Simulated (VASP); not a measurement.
# Ru14W (vh.s): single point with PBE

Ru14W (vh.s), a slab with vacuum:

```
Ru W
1.0
     4.07944    2.35526    0.00000
    -4.07944    2.35526    0.00000
     0.00000    0.00000   20.59361
Ru W
14 1
Direct
  0.33333 0.33333 0.29488
  0.66667 0.00000 0.29446
  0.00000 0.66667 0.29446
  0.33333 0.99951 0.39466
  0.66715 0.66715 0.39466
  0.99951 0.33333 0.39466
  0.33333 0.33333 0.50016
  0.66667 0.00000 0.49813
  0.00000 0.66667 0.49813
  0.33333 0.00251 0.60547
  0.66415 0.66415 0.60547
  0.00251 0.33333 0.60547
  0.66667 0.00000 0.70649
  0.00000 0.66667 0.70649
  0.33333 0.33333 0.70638
```

```
Program             : VASP 6.6.1
Task                : single point
Functional          : PBE
Potentials or basis : VASP PAW PBE potentials, release 64 (Ru_pv, W_sv)
Cutoff              : 520 eV
k mesh              : 9 × 9 × 1
Occupations         : methfessel-paxton, width 0.1 eV
Spin                : no spin polarisation
```

The largest force is 0.052 eV/Å and the band gap on the k mesh is zero (band 105 reaches 4.62 eV, above the bottom of band 106 at 4.10 eV).

Forces on the atoms (eV/Å):
```
Ru   0.000  0.000 -0.023
Ru   0.000  0.000 -0.023
Ru   0.000  0.000 -0.023
Ru  -0.001  0.000  0.009
Ru   0.000 -0.001  0.009
Ru   0.001  0.000  0.009
Ru   0.000  0.000 -0.003
Ru   0.000  0.000  0.004
Ru   0.000  0.000  0.004
Ru   0.010 -0.006 -0.018
Ru   0.000  0.012 -0.018
Ru  -0.010 -0.006 -0.018
Ru   0.000  0.000  0.019
Ru   0.000  0.000  0.019
W    0.000  0.000  0.052
```

Levels at points of the mesh, in eV from the Fermi level:
| k point | band 102 | band 103 | band 104 | band 105 | band 106 | band 107 | band 108 | band 109 |
| --- | --- | --- | --- | --- | --- | --- | --- | --- |
| (0.00, 0.00, 0.00) | -0.89 | -0.89 | -0.25 | -0.25 | 0.13 | 0.13 | 0.29 | 0.58 |

It took 21 min on 1 thread of Intel(R) Xeon(R) 6975P-C (Granite Rapids), on a shared host, peak memory 0.66 GiB.

Caveat: spin-orbit coupling is left out, which moves the levels of the heavy elements.
